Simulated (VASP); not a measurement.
Wanted: the native input for a VASP 6.6.1 run.

* Task: single point
* Functional: PBE
* Dispersion: D3(BJ)
* Potentials or basis: VASP PAW PBE potentials, release 64 (C, Ru_pv)
* Cutoff: 520 eV
* k mesh: 2 × 2 × 1
* Occupations: fermi-dirac, width 0.05 eV
* Spin: no spin polarisation
* Dipole correction: no
* Further INCAR settings: LREAL = Auto; ALGO = Normal; EDIFF = 1e-06; NBANDS = 58

The structure of RuC18 lies in POSCAR:

```
RuC18
1.0
    7.3980000000      0.0000000000      0.0000000000
   -3.6990000000      6.4068560000      0.0000000000
    0.0000000000      0.0000000000     11.0000000000
C Ru
18 1
Direct
   -0.0049747087     -0.0103746674      0.0952440000
    0.2159423177      0.1013339460      0.0952003636
   -0.0049730582      0.3222625887      0.0952292727
    0.2159521865      0.4314807450      0.0951732727
   -0.0073442484      0.6547570290      0.0951700000
    0.2156040507      0.7662302696      0.0912389091
    0.3274161444     -0.0101385141      0.0912574545
    0.5510416273      0.1016571935      0.0912210000
    0.3276583649      0.3222621205      0.0952331818
    0.5508079023      0.4338307276      0.0952152727
    0.3274195377      0.6544159881      0.0912288182
    0.5510495403      0.7662307378      0.0912427273
    0.6628714500     -0.0101367972      0.0912555455
    0.8858160158      0.1013351947      0.0951979091
    0.6625130632      0.3246019577      0.0951499091
    0.8834461049      0.4338305715      0.0952143636
    0.6625243801      0.6547562486      0.0951729091
    0.8834494891      0.7664745391      0.0952300000
    0.4392196601      0.8780097446      0.2437615455
```

One way to write it, as run:

INCAR

```
SYSTEM = RuC18
PREC = Accurate ; ENCUT = 520
EDIFF = 1E-6 ; ISMEAR = -1
SIGMA = 0.05 ; LREAL = Auto
LASPH = .TRUE. ; NELM = 100
ALGO = Normal ; ISIF = 2
LWAVE = .FALSE. ; LCHARG = .FALSE.
GGA = PE ; IVDW = 12
NBANDS = 58
```

KPOINTS

```
Automatic mesh
0
G
  2 2 1
  0 0 0
```

Potentials or basis: VASP PAW PBE potentials, release 64 (C, Ru_pv).

Command:

```bash
$ cat potpaw_PBE.64/C/POTCAR potpaw_PBE.64/Ru_pv/POTCAR > POTCAR
$ mpirun -np 1 vasp_std > vasp.out
```

Results of the run:

```yaml
Largest_force: 0.023 eV/Å
Band_gap_on_the_k_mesh: zero (band 43 reaches -0.09 eV, above the bottom of band 44 at -0.30 eV)
Dispersion_energy_per_atom: -0.095 eV
```

Caveat: the k points lie up to 0.49 Å⁻¹ apart.

Wall time 2.4 min on 1 thread of AMD EPYC 9R45 96-Core Processor (Zen 5), on a shared host, peak memory 0.52 GiB.
